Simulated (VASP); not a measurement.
Ga, 4 atoms in the cell. Symmetry: Cmce, No. 64, orthorhombic system. The conventional cell has a = 4.471 Å, b = 7.594 Å, c = 4.492 Å, α = 90.00°, β = 90.00°, γ = 90.00°. Within 3.3 Å of Ga (site symmetry m) lie 7 Ga at 2.48 to 2.76 Å. 

```yaml
Program: VASP 6.6.1
Task: single point
Functional: PBEsol
Potentials_or_basis: VASP PAW PBE potentials, release 64 (Ga_d)
Cutoff: 520 eV
k_mesh: 12 × 12 × 10
Occupations: gaussian, width 0.1 eV
Spin: no spin polarisation
Dipole_correction: no
Further_INCAR_settings: ALGO = Fast; EDIFF = 1e-06; NBANDS = 34
```

Potentials or basis: VASP PAW PBE potentials, release 64 (Ga_d).

Command:

```console
$ cat potpaw_PBE.64/Ga_d/POTCAR > POTCAR
$ mpirun -np 1 vasp_std > vasp.out
```

Hardware: 1 thread of Intel(R) Xeon(R) Platinum 8559C (Emerald Rapids) (shared host).

Question: Estimate the wall time of this run.

Answer: Wall time 5.8 min on 1 thread of Intel(R) Xeon(R) Platinum 8559C (Emerald Rapids), with other jobs on the host, peak memory 0.55 GiB. Counts: scf iterations 14, k points 258.
